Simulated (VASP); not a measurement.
# Ir (Pm-3m) in VASP: single point with LDA

Aim: the single point of Ir with LDA.

Everything below comes from runs of VASP 6.6.1. Logs are shortened: lines on timing, memory, paths and dates and some standing lists are left out, and cuts for length are marked.

### 1 The cell of the first run

The structure is cubic, space group Pm-3m (No. 221). The conventional cell has a = 3.004 Å, b = 3.004 Å, c = 3.004 Å, α = 90.00°, β = 90.00°, γ = 90.00°. Ir (site symmetry m-3m) has 6 Ir at 3.00 Å within 4.0 Å.

### 2 Single point, LDA

The input, INCAR:

```
SYSTEM = Ir
PREC = Accurate ; ENCUT = 520
EDIFF = 1E-7 ; ISMEAR = 1
SIGMA = 0.1 ; LREAL = .FALSE.
LASPH = .TRUE. ; NELM = 60
ALGO = Normal ; ISIF = 2
LWAVE = .FALSE. ; LCHARG = .TRUE.
GGA = CA ; LELF = .TRUE.
LVHAR = .TRUE. ; NBANDS = 10
```

The input, KPOINTS:

```
Automatic mesh
0
G
  10 10 10
  0 0 0
```

The input, POSCAR:

```
Ir
1.0
    3.0040000000      0.0000000000      0.0000000000
    0.0000000000      3.0040000000      0.0000000000
    0.0000000000      0.0000000000      3.0040000000
Ir
1
Direct
    0.5000000000      0.5000000000      0.5000000000
```

Potentials or basis: VASP PAW LDA potentials, release 64 (Ir).

The run is started by

```console
$ cat potpaw_LDA.64/Ir/POTCAR > POTCAR
$ mpirun -np 1 vasp_std > vasp.out
```

OUTCAR:

```text
SYSTEM = Ir
   PREC = Accurate
   ENCUT = 520
   EDIFF = 1E-7
   ISMEAR = 1
   LREAL = .FALSE.
   LASPH = .TRUE.
   NELM = 60
   ISIF = 2
   GGA = CA

 ion  position               nearest neighbor table
   1  0.500  0.500  0.500-

  LATTYP: Found a simple cubic cell.
 ALAT       =     3.0040000000

  Lattice vectors:

 A1 = (   3.0040000000,   0.0000000000,   0.0000000000)
 A2 = (   0.0000000000,   3.0040000000,   0.0000000000)
 A3 = (   0.0000000000,   0.0000000000,   3.0040000000)

Analysis of symmetry for initial positions (statically):
=====================================================================
 Subroutine PRICEL returns:
 Original cell was already a primitive cell.

 Routine SETGRP: Setting up the symmetry group for a
 simple cubic supercell.

 Subroutine GETGRP returns: Found 48 space group operations
 (whereof 48 operations were pure point group operations)
 out of a pool of 48 trial point group operations.

The static configuration has the point symmetry O_h .

Analysis of symmetry for dynamics (positions and initial velocities):
=====================================================================
 Subroutine PRICEL returns:
 Original cell was already a primitive cell.

 Routine SETGRP: Setting up the symmetry group for a
 simple cubic supercell.

 Subroutine GETGRP returns: Found 48 space group operations
 (whereof 48 operations were pure point group operations)
 out of a pool of 48 trial point group operations.

The dynamic configuration has the point symmetry O_h .

 Subroutine INISYM returns: Found 48 space group operations
 (whereof 48 operations are pure point group operations),
 and found     1 'primitive' translations

----------------------------------------------------------------------------------------

                                     Primitive cell

  volume of cell :      27.1081

  direct lattice vectors                    reciprocal lattice vectors
     3.004000000  0.000000000  0.000000000     0.332889481  0.000000000  0.000000000
     0.000000000  3.004000000  0.000000000     0.000000000  0.332889481  0.000000000
     0.000000000  0.000000000  3.004000000     0.000000000  0.000000000  0.332889481

  length of vectors
     3.004000000  3.004000000  3.004000000     0.332889481  0.332889481  0.332889481

  position of ions in fractional coordinates (direct lattice)
     0.500000000  0.500000000  0.500000000

  ion indices of the primitive-cell ions
   primitive index   ion index
[... 73 lines left out ...]
   EDIFF  = 0.1E-06   stopping-criterion for ELM
   LREAL  =      F    real-space projection
   EDIFFG = 0.1E-05   stopping-criterion for IOM
   NSW    =      0    number of steps for IOM
   IBRION =     -1    ionic relax: 0-MD 1-quasi-New 2-CG
   NFREE  =      0    steps in history (QN), initial steepest desc. (CG)
   ISIF   =      2    stress and relaxation
   ISYM   =      2    0-nonsym 1-usesym 2-fastsym
   POTIM  = 0.5000    time-step for ionic-motion
   TEBEG  =    0.0;   TEEND  =   0.0 temperature during run
   PSTRESS=    0.0 pullay stress
   NELECT =       9.0000    total number of electrons
   NUPDOWN=      -1.0000    fix difference up-down
   EMIN   =  10.00;   EMAX   =-10.00  energy-range for DOS
   EFERMI =   0.00;   METHOD = LEGACY
   ISMEAR =     1;   SIGMA  =   0.10  broadening in eV -4-tet -1-fermi 0-gaus
   EFERMI_NEDOS =   21; number of points for ismear=-14 and -15
   IALGO  =     38    algorithm
   IMIX   =      4    mixing-type and parameters
     AMIX     =   0.40;   BMIX     =  1.00
     AMIX_MAG =   1.60;   BMIX_MAG =  1.00
  volume/ion in A,a.u.               =      27.11       182.93
  Fermi-wavevector in a.u.,A,eV,Ry     =   1.133589  2.142173 17.483823  1.285025
  Thomas-Fermi vector in A             =   2.270292
   LORBIT       =      0    0 simple, 1 ext, 2 COOP (PROOUT), +10 PAW based schemes
   GGA     = CA    functional components
   LHFCALC =     F    Hartree Fock is set to
   AEXX    =    0.0000 exact exchange contribution
   IVDW    =     0    specifies the selected vdW correction
   LEPSILON=     F    determine dielectric tensor
   LRPA    =     F    only Hartree local field effects (RPA)
 non-spin polarized calculation
 Methfessel and Paxton  Order N= 1 SIGMA  =   0.10
  energy-cutoff  :      520.00
  volume of cell :       27.11
 maximum number of plane-waves:       740
 NGX is ok and might be reduce to    24
   NGX = 11   NGY = 11   NGZ = 11

 number of electron       9.0000000 magnetization

 Free energy of the ion-electron system (eV)
  ---------------------------------------------------
  ext. energy  EPLUGINS =         0.00000000
  ---------------------------------------------------
  free energy    TOTEN  =        -6.94205668 eV

  energy without entropy =       -6.94244894  energy(sigma->0) =       -6.94218743

 E-fermi :   1.9164     XC(G=0): -10.5100

 val. band max:        1.9038258194   @ k =   0.3000   0.3000   0.1000
 cond. band min:       1.9527869263   @ k =   0.2000   0.2000   0.1000
 fundamental gap:      0.0489611068
 Fermi energy:         1.9163860013

 k-point     1 :       0.0000    0.0000    0.0000
  band No.  band energies     occupation
      1      -3.6711      2.00000
      2      -1.0417      2.00000
      3      -1.0417      2.00000
      4       2.4697     -0.00000
      5       2.4697     -0.00000
      6       2.4697     -0.00000
      7      14.5486      0.00000
      8      14.5486      0.00000
      9      14.5486      0.00000
     10      18.4655      0.00000
[... 287 lines left out ...]
 k-point    24 :       0.3000    0.1000    0.1000
  band No.  band energies     occupation
      1      -1.8927      2.00000
      2      -0.5853      2.00000
      3       0.4090      2.00000
      4       1.4891      2.00000
      5       1.6438      2.00080
      6       2.2921     -0.00000
      7       8.7134      0.00000
      8      15.1119      0.00000
      9      15.7291      0.00000
     10      19.2826      0.00000

 [... further k-points ...]
[... 5 lines left out ...]
  --------------------------------------------------------------------------------------
  -------------------------------------------------------------------------------------
  Total       -6.6656975     -6.6656975     -6.6656975      0.0000000      0.0000000      0.0000000
  in kB     -393.9638751   -393.9638751   -393.9638751      0.0000000      0.0000000      0.0000000
  external PRESSURE =    -393.9638751 kB  Pullay stress =       0.0000000 kB

 VOLUME and BASIS-vectors are now :
 -----------------------------------------------------------------------------
  energy-cutoff  :      520.00
  volume of cell :       27.11
      direct lattice vectors                 reciprocal lattice vectors
     3.004000000  0.000000000  0.000000000     0.332889481  0.000000000  0.000000000
     0.000000000  3.004000000  0.000000000     0.000000000  0.332889481  0.000000000
     0.000000000  0.000000000  3.004000000     0.000000000  0.000000000  0.332889481

 POSITION                                       TOTAL-FORCE (eV/Angst)
 -----------------------------------------------------------------------------------
      1.50200      1.50200      1.50200         0.000000      0.000000      0.000000
 -----------------------------------------------------------------------------------
    total drift:                                0.000000     -0.000000     -0.000000

  FREE ENERGIE OF THE ION-ELECTRON SYSTEM (eV)
  ---------------------------------------------------
  free  energy   TOTEN  =        -6.9420566807 eV

  energy  without entropy=       -6.9424489431  energy(sigma->0) =       -6.94218743
```

stdout:

```text
POSCAR found type information on POSCAR Ir
 POSCAR found :  1 types and       1 ions
 scaLAPACK will be used
 LDA part: xc-table for (Slater(with rela. corr.)+CA(PZ))
 , standard interpolation
 POSCAR, INCAR and KPOINTS ok, starting setup
 FFT: planning ... GRIDC
 FFT: planning ... GRID_SOFT
 FFT: planning ... GRID
 WAVECAR not read
 entering main loop
```

Run time: 14 s. Hardware: 1 thread of Intel Xeon 8259CL, shared host; peak memory 0.14 GiB.

What came out:

```
Free energy : -6.9421 eV
Pressure    : -39.4 GPa
```

Levels at points of the mesh, in eV from the Fermi level:
| k point | band 1 | band 2 | band 3 | band 4 | band 5 | band 6 | band 7 | band 8 |
| --- | --- | --- | --- | --- | --- | --- | --- | --- |
| (0.00, 0.00, 0.00) | -5.59 | -2.96 | -2.96 | 0.55 | 0.55 | 0.55 | 12.63 | 12.63 |
| (0.50, 0.00, 0.00) | -3.54 | -2.62 | -0.65 | -0.65 | 0.67 | 0.69 | 2.94 | 15.42 |
| (0.50, 0.50, 0.00) | -2.94 | -2.52 | -0.43 | -0.43 | 1.49 | 4.13 | 4.13 | 5.92 |
| (0.50, 0.50, 0.50) | -2.36 | -2.36 | -2.36 | 1.57 | 1.57 | 7.78 | 7.78 | 7.78 |

Caveat: spin-orbit coupling is left out, which moves the levels of the heavy elements.
